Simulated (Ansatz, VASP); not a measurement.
# One calculation of KMgF3, two programs

```
CELL_PARAMETERS angstrom
4.30477 0.00000 0.00000
0.00000 4.30477 0.00000
0.00000 0.00000 3.66703
ATOMIC_POSITIONS crystal
K 0.50000 0.50000 0.50000
Mg 0.00000 0.00000 0.00000
F 0.50000 0.00000 0.00000
F 0.00000 0.50000 0.00000
F 0.00000 0.00000 0.50000
```

Change from the starting cell: strain +0.080 along x and y, -0.080 along z, atoms carried along.

Alike in both runs: task single point; functional PBEsol; k mesh 6 × 6 × 6; occupations gaussian, width 0.05 eV; no spin polarisation.

|  | VASP | Ansatz |
| --- | --- | --- |
| version | VASP 6.6.1 | Ansatz 0.2.0 |
| potentials or method | VASP PAW PBE potentials, release 64 (K_sv, Mg, F), cutoff 520 eV | scalar-relativistic, plane waves, PAW |
| valence electrons in the cell | 32 | 40 |

Ansatz gave:

```
gap on the k mesh at the Fermi level (eV)                     : 6.60
least direct gap on the mesh (eV)                             : 6.81
pressure (GPa)                                                : -1.5
traceless stress, the component that is largest in VASP (GPa) : 10.86
```

Q: Estimate VASP's values.

A: gap on the k mesh at the Fermi level (eV): 6.58; least direct gap on the mesh (eV): 6.79; pressure (GPa): -1.8; traceless stress, the component that is largest in VASP (GPa): 10.89.

VASP's potentials were made for PBE, not for PBEsol. With one functional, cell and mesh, what is left measures potentials, basis and numerics. VASP's potentials hold 32 valence electrons a cell and Ansatz's 40, so a difference there can come from the potentials and not from the codes.
